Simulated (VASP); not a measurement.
# NaBeF3 (Pm-3m) in VASP: further runs, part 2 of 2

VASP 6.6.1. The steps go on from the part before.

## (4) Single point, PBE

The input, INCAR:

```
PREC = Accurate
ENCUT = 520
EDIFF = 1E-6
ISMEAR = 0
SIGMA = 0.1
LREAL = False
LASPH = True
NELM = 80
ALGO = Normal
ISIF = 2
LWAVE = False
LCHARG = False
GGA = PE
NBANDS = 23
```

The input, KPOINTS:

```
regular mesh
0
Gamma
  6 6 6
```

The input, POSCAR:

```
NaBeF3
1.0
    3.5689295792      0.0000000000      0.0000000000
    0.0000000000      3.5689295792      0.0000000000
    0.0000000000      0.0000000000      3.5689295792
Na Be F
1 1 3
Direct
    0.0000000000      0.0000000000      0.0000000000
    0.5000000000      0.5000000000      0.5000000000
    0.0000000000      0.5000000000      0.5000000000
    0.5000000000      0.0000000000      0.5000000000
    0.5000000000      0.5000000000      0.0000000000
```

Potentials or basis: VASP PAW PBE potentials, release 64 (Na_pv, Be, F).

Run with:

```sh
$ cat potpaw_PBE.64/Na_pv/POTCAR potpaw_PBE.64/Be/POTCAR potpaw_PBE.64/F/POTCAR > POTCAR
$ mpirun -np 1 vasp_std > vasp.out
```

OUTCAR:

```text
PREC = Accurate
   ENCUT = 520
   EDIFF = 1E-6
   ISMEAR = 0
   LREAL = False
   LASPH = True
   NELM = 80
   ISIF = 2
   GGA = PE

 ion  position               nearest neighbor table
   1  0.000  0.000  0.000-
   2  0.500  0.500  0.500-   3 1.78   4 1.78   5 1.78   5 1.78   4 1.78   3 1.78
   3  0.000  0.500  0.500-   2 1.78   2 1.78
   4  0.500  0.000  0.500-   2 1.78   2 1.78
   5  0.500  0.500  0.000-   2 1.78   2 1.78

  LATTYP: Found a simple cubic cell.
 ALAT       =     3.5689295792

  Lattice vectors:

 A1 = (   3.5689295792,   0.0000000000,   0.0000000000)
 A2 = (   0.0000000000,   3.5689295792,   0.0000000000)
 A3 = (   0.0000000000,   0.0000000000,   3.5689295792)

Analysis of symmetry for initial positions (statically):
=====================================================================
 Subroutine PRICEL returns:
 Original cell was already a primitive cell.

 Routine SETGRP: Setting up the symmetry group for a
 simple cubic supercell.

[... 165 lines left out ...]

  energy without entropy =      -24.90532313  energy(sigma->0) =      -24.90532313

 E-fermi :   0.4946     XC(G=0): -10.3397

 val. band max:       -0.0226532357   @ k =   0.5000   0.5000   0.5000
 cond. band min:       7.4275744941   @ k =   0.0000   0.0000   0.0000
 fundamental gap:      7.4502277298
 Fermi energy:         0.4945544398

 k-point     1 :       0.0000    0.0000    0.0000
  band No.  band energies     occupation
      1     -21.6123      2.00000
      2     -19.9540      2.00000
      3     -19.9540      2.00000
      4     -19.6093      2.00000
      5     -19.6093      2.00000
      6     -19.6093      2.00000
[... 509 lines left out ...]
     22      15.9517      0.00000
     23      16.9012      0.00000

------------------------ aborting loop because EDIFF is reached ----------------------------------------

  FORCE on cell =-STRESS in cart. coord.  units (eV):
  Direction    XX          YY          ZZ          XY          YZ          ZX
  --------------------------------------------------------------------------------------
  -------------------------------------------------------------------------------------
  Total       -0.0557577     -0.0557577     -0.0557577     -0.0000000     -0.0000000      0.0000000
  in kB       -1.9651777     -1.9651777     -1.9651777     -0.0000000     -0.0000000      0.0000000
  external PRESSURE =      -1.9651777 kB  Pullay stress =       0.0000000 kB

 VOLUME and BASIS-vectors are now :
 -----------------------------------------------------------------------------
  energy-cutoff  :      520.00
  volume of cell :       45.46
      direct lattice vectors                 reciprocal lattice vectors
     3.568929579  0.000000000  0.000000000     0.280196058  0.000000000  0.000000000
     0.000000000  3.568929579  0.000000000     0.000000000  0.280196058  0.000000000
     0.000000000  0.000000000  3.568929579     0.000000000  0.000000000  0.280196058

 POSITION                                       TOTAL-FORCE (eV/Angst)
 -----------------------------------------------------------------------------------
      0.00000      0.00000      0.00000         0.000000      0.000000      0.000000
      1.78446      1.78446      1.78446         0.000000      0.000000      0.000000
      0.00000      1.78446      1.78446         0.000000      0.000000      0.000000
      1.78446      0.00000      1.78446         0.000000      0.000000      0.000000
      1.78446      1.78446      0.00000         0.000000      0.000000      0.000000
 -----------------------------------------------------------------------------------
    total drift:                                0.000000      0.000000      0.000000

  FREE ENERGIE OF THE ION-ELECTRON SYSTEM (eV)
  ---------------------------------------------------
  free  energy   TOTEN  =       -24.9053231269 eV

  energy  without entropy=      -24.9053231269  energy(sigma->0) =      -24.90532313
```

It took 7.3 s on 1 thread of Intel Xeon 6975P-C (Granite Rapids), shared host; peak memory 0.15 GiB.

Results:

```yaml
Free_energy: -24.9053 eV
Pressure: -0.2 GPa
Band_gap_on_the_k_mesh: 7.45 eV, indirect (least direct gap 8.10 eV)
```

## (5) Single point, PBE

The input, INCAR:

```
SYSTEM = NaBeF3
PREC = Accurate ; ENCUT = 520
EDIFF = 1E-6 ; ISMEAR = 0
SIGMA = 0.02 ; LREAL = .False.
LASPH = .True. ; NELM = 100
ALGO = Normal ; ISIF = 2
LWAVE = .False. ; LCHARG = .False.
GGA = PE ; NBANDS = 23
```

The input, KPOINTS:

```
regular mesh
0
Gamma
  6 6 6
  0 0 0
```

POSCAR is that of step 4.

Run with:

```sh
$ cat potpaw_PBE.64/Na_pv/POTCAR potpaw_PBE.64/Be/POTCAR potpaw_PBE.64/F/POTCAR > POTCAR
$ mpirun -np 1 vasp_std > vasp.out
```

Run time: 7.2 s. Hardware: 1 thread of Intel Xeon 6975P-C (Granite Rapids), shared host; peak memory 0.15 GiB.

The run converged. Its results:

- Free energy: -24.9053 eV
- Pressure: -0.2 GPa
- Band gap on the k mesh: 7.45 eV, indirect (least direct gap 8.10 eV)

Levels at points of the mesh, in eV from the valence-band top:
| k point | band 11 | band 12 | band 13 | band 14 | band 15 | band 16 | band 17 | band 18 | band 19 | band 20 |
| --- | --- | --- | --- | --- | --- | --- | --- | --- | --- | --- |
| (0.00, 0.00, 0.00) | -0.96 | -0.96 | -0.65 | -0.65 | -0.65 | 7.45 | 12.03 | 15.11 | 15.11 | 17.01 |
| (0.50, 0.00, 0.00) | -1.51 | -1.51 | -1.29 | -0.78 | -0.78 | 11.04 | 11.09 | 14.72 | 14.96 | 16.51 |
| (0.50, 0.50, 0.00) | -1.80 | -1.51 | -1.51 | -1.20 | -0.02 | 12.20 | 12.20 | 13.02 | 14.43 | 15.74 |
| (0.50, 0.50, 0.50) | -1.18 | -1.18 | 0.00 | 0.00 | 0.00 | 11.64 | 11.64 | 11.64 | 12.26 | 15.97 |

A k mesh can miss the band edges. A hybrid or GW would open this gap; PBE tends to underestimate it.

## (6) The runs side by side

```csv
cell,k mesh,smearing,gap on the mesh (eV),pressure (GPa)
"a = 3.569 Å, 5 atoms",4 × 4 × 4,gaussian 0.1 eV,7.45,-0.2
"a = 3.947 Å, 5 atoms",4 × 4 × 4,gaussian 0.1 eV,5.36,-16.6
"a = 3.569 Å, 5 atoms",6 × 6 × 6,gaussian 0.1 eV,7.45,-0.2
"a = 3.569 Å, 5 atoms",6 × 6 × 6,gaussian 0.02 eV,7.45,-0.2
```

Alike in all rows: task single point; level PBE; potentials or basis VASP PAW PBE potentials, release 64 (Na_pv, Be, F); no spin polarisation; cutoff (eV) 520.

Caveats: some runs use coarse meshes.

Absolute energies hang on the potentials; compare differences alone.
